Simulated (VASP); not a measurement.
Runs of VASP 6.6.1 on TaIn. The structure is that of space group Fm-3m (No. 225), or close to it. The cells are those of the table. 

```tsv
task	cell	k mesh	cutoff (eV)	gap on the mesh (eV)	pressure (GPa)
single point	a = 3.955 Å, angles 60.0°, 2 atoms	6 × 6 × 6	520	none	(a)
relaxation of cell and atoms	relaxed from a = 3.955 Å, angles 60.0°, 2 atoms	6 × 6 × 6	600	none	0.0
single point	a = 3.975 Å, angles 60.0°, 2 atoms	18 × 18 × 18	520	none	0.0
single point	a = 3.975 Å, angles 60.0°, 2 atoms	6 × 6 × 6	520	none	-0.1
```

Alike in all rows: level PBE; potentials or basis VASP PAW PBE potentials, release 64 (Ta_pv, In_d); no spin polarisation; smearing gaussian 0.1 eV.

Fill in the values left out.

(a) 1.7.

Caveats: spin-orbit coupling is left out, which moves the levels of the heavy elements.

A k mesh can miss the band edges, and the runs leave out spin-orbit coupling on In, Ta.

A gap of «none» marks levels without a gap at the run's occupations.
